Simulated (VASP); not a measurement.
Wanted: the native input for a VASP 6.6.1 run.

```yaml
Task: single point
Functional: BHLYP
Potentials_or_basis: VASP PAW PBE potentials, release 64 (Ga_d, N)
Cutoff: 520 eV
k_mesh: 5 × 5 × 5
Occupations: fermi-dirac, width 0.05 eV
Spin: no spin polarisation
Dipole_correction: no
Grid_for_exact_exchange_PRECFOCK: Normal
Further_INCAR_settings: ALGO = Normal; EDIFF = 1e-06; NBANDS = 16
```

The system is GaN.

```
CELL_PARAMETERS angstrom
0.00000 2.22304 2.22304
2.22304 0.00000 2.22304
2.22304 2.22304 0.00000
ATOMIC_POSITIONS crystal
Ga 0.00000 0.00000 0.00000
N 0.25000 0.25000 0.25000
```

One way to write it, as run:

POSCAR

```
GaN
1.0
    0.0000000000      2.2230441631      2.2230441631
    2.2230441631      0.0000000000      2.2230441631
    2.2230441631      2.2230441631      0.0000000000
Ga N
1 1
Direct
    0.0000000000      0.0000000000      0.0000000000
    0.2500000000      0.2500000000      0.2500000000
```

INCAR.step1

```
SYSTEM = GaN
PREC = Accurate
ENCUT = 520
EDIFF = 1E-5
ISMEAR = -1
SIGMA = 0.05
LREAL = .FALSE.
LASPH = .TRUE.
NELM = 100
ALGO = Normal
ISIF = 2
LWAVE = .TRUE.
LCHARG = .FALSE.
NBANDS = 16
GGA = PE
```

INCAR.step2

```
SYSTEM = GaN
PREC = Accurate
ENCUT = 520
EDIFF = 1E-6
ISMEAR = -1
SIGMA = 0.05
LREAL = .FALSE.
LASPH = .TRUE.
NELM = 100
ALGO = Normal
ISIF = 2
LWAVE = .FALSE.
LCHARG = .FALSE.
GGA = B5
LHFCALC = .TRUE.
AEXX = 0.5
ALDAX = 0.5
AGGAX = 0.5
AGGAC = 1.0
ALDAC = 0.0
PRECFOCK = Normal
NBANDS = 16
ISTART = 1
```

KPOINTS

```
Automatic mesh
0
G
  5 5 5
  0 0 0
```

Potentials or basis: VASP PAW PBE potentials, release 64 (Ga_d, N).

Launch:

```console
$ cat potpaw_PBE.64/Ga_d/POTCAR potpaw_PBE.64/N/POTCAR > POTCAR
$ cp INCAR.step1 INCAR
$ mpirun -np 1 vasp_std > vasp.out
$ cp INCAR.step2 INCAR
$ mpirun -np 1 vasp_std > vasp.out
```

It gave:

```
Pressure               : 8.3 GPa
Band gap on the k mesh : 6.35 eV, direct
```

Caveat: the k points lie up to 0.49 Å⁻¹ apart; the PAW data sets were made with another functional, which shifts forces and pressure a little.

It took 7.6 min on 1 thread of Intel(R) Xeon(R) Platinum 8375C CPU @ 2.90GHz (Ice Lake), with other jobs on the host, peak memory 0.15 GiB.
